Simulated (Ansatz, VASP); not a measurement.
BiCl2: VASP beside Ansatz

```
CELL_PARAMETERS angstrom
7.35591 0.00000 0.00000
0.00000 7.35591 0.00000
0.00000 0.00000 3.48167
ATOMIC_POSITIONS crystal
Bi 0.00000 0.00000 0.00000
Bi 0.50000 0.50000 0.50000
Cl 0.26315 0.26315 0.00000
Cl 0.73685 0.73685 0.00000
Cl 0.76315 0.23685 0.50000
Cl 0.23685 0.76315 0.50000
```

Alike in both runs: functional PBE; k mesh 6 × 6 × 10; occupations gaussian, width 0.1 eV; no spin polarisation.

Ansatz relaxed the structure, and its values are those at the end. VASP's run is a single point on that final structure, the one shown.

|  | VASP | Ansatz |
| --- | --- | --- |
| version | VASP 6.6.1 | Ansatz 0.2.0 |
| potentials or method | VASP PAW PBE potentials, release 64 (Bi_d, Cl), cutoff 520 eV | scalar-relativistic, plane waves, PAW |
| valence electrons in the cell | 58 | 58 |

Ansatz gave:

- gap on the k mesh at the Fermi level (eV): none
- pressure (GPa): 0.0

Task: Estimate VASP's values.

Result: gap on the k mesh at the Fermi level (eV): none; pressure (GPa): -0.1.

A gap of «none» marks a metal or a gap that the smearing closes.

Neither program's run includes spin-orbit coupling.
